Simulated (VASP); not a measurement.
# Ce: single point with PBEsol

Crystal: Ce.

```xyz
1
Lattice="2.8625 0.0000 0.0000 0.0000 2.8625 0.0000 0.0000 0.0000 2.8625" Properties=species:S:1:pos:R:3 pbc="T T T"
Ce    0.0000    0.0000    0.0000
```

```yaml
Program: VASP 6.6.1
Task: single point
Functional: PBEsol
Potentials_or_basis: VASP PAW PBE potentials, release 64 (Ce)
Cutoff: 520 eV
k_mesh: 11 × 11 × 11
Occupations: fermi-dirac, width 0.136057 eV
Spin: no spin polarisation
```

```yaml
Pressure: -1.5 GPa
Band_gap_on_the_k_mesh: zero (band 6 reaches 10.68 eV, above the bottom of band 7 at 8.35 eV)
```

Levels at points of the mesh, in eV from the Fermi level:
```tsv
k point	band 3	band 4	band 5	band 6	band 7	band 8	band 9	band 10
(0.00, 0.00, 0.00)	-15.33	-15.33	-2.23	-1.93	-1.93	0.94	0.94	0.94
```

Run time: 7.3 s on 1 thread of Intel(R) Xeon(R) 6975P-C (Granite Rapids), on a shared host, peak memory 0.15 GiB.

Caveat: the PAW data sets were made with another functional, which shifts forces and pressure a little; spin-orbit coupling is left out, which moves the levels of the heavy elements. Spin polarisation is off, so any magnetic state and its effect on volume and gap are missing.
